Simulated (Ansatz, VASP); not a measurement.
Two plane-wave programs on PbO

File INCAR:

```
SYSTEM = PbO
PREC = Accurate
ENCUT = 520
EDIFF = 1E-6
ISMEAR = 0
SIGMA = 0.05
LREAL = .FALSE.
LASPH = .TRUE.
NELM = 100
ALGO = Normal
ISIF = 2
LWAVE = .FALSE.
LCHARG = .TRUE.
GGA = PE
IVDW = 12
LELF = .TRUE.
LVHAR = .TRUE.
NBANDS = 28
```

The input KPOINTS:

```
regular mesh
0
G
  8 8 6
  0 0 0
```

The input POSCAR:

```
PbO
1.0
    3.9744000000      0.0000000000      0.0000000000
    0.0000000000      3.9744000000      0.0000000000
    0.0000000000      0.0000000000      5.0220000000
Pb O
2 2
Direct
    0.0000000000      0.5000000000      0.2351000000
    0.5000000000      0.0000000000      0.7649000000
    0.0000000000      0.0000000000      0.0000000000
    0.5000000000      0.5000000000      0.0000000000
```

Input for Ansatz:

```yaml
crystal:
  lattice:
    - [3.9744, 0.0, 0.0]
    - [0.0, 3.9744, 0.0]
    - [0.0, 0.0, 5.022]
  atoms:
    - { symbol: Pb, position: [0.0, 0.5, 0.2351] }
    - { symbol: Pb, position: [0.5, 0.0, 0.7649] }
    - { symbol: O, position: [0.0, 0.0, 0.0] }
    - { symbol: O, position: [0.5, 0.5, 0.0] }
basis:
  ecutwfc: 420
kpoints:
  mp_grid: { grid: [8, 8, 6] }
hamiltonian:
  xc: pbe
  dispersion: d3bj
scf:
  occupations: { method: gaussian, width: 0.05 }
output:
  forces: true
  stress: true
  eigenvalues: true
  write_density: true
  write_potential: true
  elf: true
  volumetric_format: npy
```

Alike in both runs: task single point; functional PBE; dispersion D3(BJ); k mesh 8 × 8 × 6; occupations gaussian, width 0.05 eV; no spin polarisation.

|  | VASP | Ansatz |
| --- | --- | --- |
| version | VASP 6.6.1 | Ansatz 0.2.0 |
| potentials or method | VASP PAW PBE potentials, release 64 (Pb_d, O), cutoff 520 eV | scalar-relativistic, plane waves, PAW |
| valence electrons in the cell | 40 | 40 |

Ansatz gave:

```
gap on the k mesh at the Fermi level (eV)                     : 1.24
least direct gap on the mesh (eV)                             : 2.32
pressure (GPa)                                                : 2.9
traceless stress, the component that is largest in VASP (GPa) : -0.64
rms of the force components (eV/Å)                            : 0.190
```

Task: Estimate VASP's values.

Result: gap on the k mesh at the Fermi level (eV): 1.25; least direct gap on the mesh (eV): 2.32; pressure (GPa): 3.0; traceless stress, the component that is largest in VASP (GPa): -0.66; rms of the force components (eV/Å): 0.208.

Atom by atom the forces differ by 0.018 eV/Å (rms over components).

Neither program's run includes spin-orbit coupling.
